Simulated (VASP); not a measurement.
Crystal: NaI.

```xyz
2
Lattice="0.0000 3.6318 3.6318 3.6318 0.0000 3.6318 3.6318 3.6318 0.0000" Properties=species:S:1:pos:R:3 pbc="T T T"
Na    0.0000    0.0000    0.0000
I     1.8159    1.8159    1.8159
```

This cell differs from its parent crystal: strain +2.5%.

Base run:

```yaml
Program: VASP 6.6.1
Functional: HSE06
Potentials_or_basis: VASP PAW PBE potentials, release 64 (Na_pv, I)
Cutoff: 520 eV
k_mesh: 4 × 4 × 4
Occupations: gaussian, width 0.01 eV
Spin: no spin polarisation
```

Its results: band gap on the k mesh 4.67 eV; pressure -0.6 GPa.

Q: The run is repeated on the same cell with these changes: functional from HSE06 to PBE. What comes out?

A: Band gap on the k mesh 3.70 eV; pressure -0.4 GPa.

Caveats: spin-orbit coupling is left out, which moves the levels of the heavy elements; the PAW data sets were made with another functional, which shifts forces and pressure a little (at least some runs).

